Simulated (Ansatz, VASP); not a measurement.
**One calculation of LiTi12, two programs**

```
CELL_PARAMETERS angstrom
5.90000 0.00000 0.00000
-4.42500 7.66432 0.00000
0.00000 0.00000 4.68460
ATOMIC_POSITIONS crystal
Ti 0.01069 0.97664 0.93097
Ti 0.21919 0.24531 0.56623
Ti 0.02749 0.36611 0.96103
Ti 0.15152 0.54369 0.46447
Ti 0.02230 0.66922 0.95104
Ti 0.16812 0.89693 0.43193
Ti 0.46220 0.98589 0.94037
Ti 0.64904 0.24436 0.56389
Ti 0.50216 0.33018 0.07014
Ti 0.65779 0.55832 0.54545
Ti 0.51048 0.67173 0.02720
Ti 0.62237 0.84832 0.53394
Li 0.84454 0.11189 0.27325
```

Alike in both runs: functional PBEsol; k mesh 2 × 2 × 2; occupations fermi-dirac, width 0.05 eV; no spin polarisation.

Ansatz relaxed the structure, and its values are those at the end. VASP's run is a single point on that final structure, the one shown.

|  | VASP | Ansatz |
| --- | --- | --- |
| version | VASP 6.6.1 | Ansatz 0.2.0 |
| potentials or method | VASP PAW PBE potentials, release 64 (Ti_sv, Li_sv), cutoff 520 eV | scalar-relativistic, plane waves, PAW |
| valence electrons in the cell | 147 | 147 |

```csv
,VASP,Ansatz,Ansatz less VASP
rms of the force components (eV/Å),0.027,0.027,+0.0008
```

VASP's potentials were made for PBE, not for PBEsol.

The k mesh is coarse, so the values compare programs but aren't converged. Noted on VASP's run: the cutoff is under 1.25 times that of the potentials, so the pressure is a little rough.
